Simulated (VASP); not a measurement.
A run of VASP 6.6.1 is set up as follows.

Contents of INCAR:

```
PREC = Accurate
ENCUT = 500
EDIFF = 1E-6
ISMEAR = -1
SIGMA = 0.1
LREAL = F
LASPH = T
NELM = 120
ALGO = Normal
ISIF = 2
LWAVE = F
LCHARG = F
GGA = PS
NBANDS = 14
GGA_COMPAT = F
```

Contents of KPOINTS:

```
Automatic mesh
0
Gamma
  13 13 13
```

Contents of POSCAR:

```
HfSi
1.0
    0.0000000000      2.3029031134      2.3029031134
    2.3029031134      0.0000000000      2.3029031134
    2.3029031134      2.3029031134      0.0000000000
Hf Si
1 1
Direct
    0.0000000000      0.0000000000      0.0000000000
    0.2500000000      0.2500000000      0.2500000000
```

Potentials or basis: VASP PAW PBE potentials, release 64 (Hf_pv, Si).

Launch:

```bash
$ cat potpaw_PBE.64/Hf_pv/POTCAR potpaw_PBE.64/Si/POTCAR > POTCAR
$ mpirun -np 1 vasp_std > vasp.out
```

What does it give for the band gap on the k mesh?

Zero (band 7 reaches 11.53 eV, above the bottom of band 8 at 8.46 eV).

Estimate the pressure.

195.5 GPa.

Caveat: the PAW data sets were made with another functional, which shifts forces and pressure a little; spin-orbit coupling is left out, which moves the levels of the heavy elements.
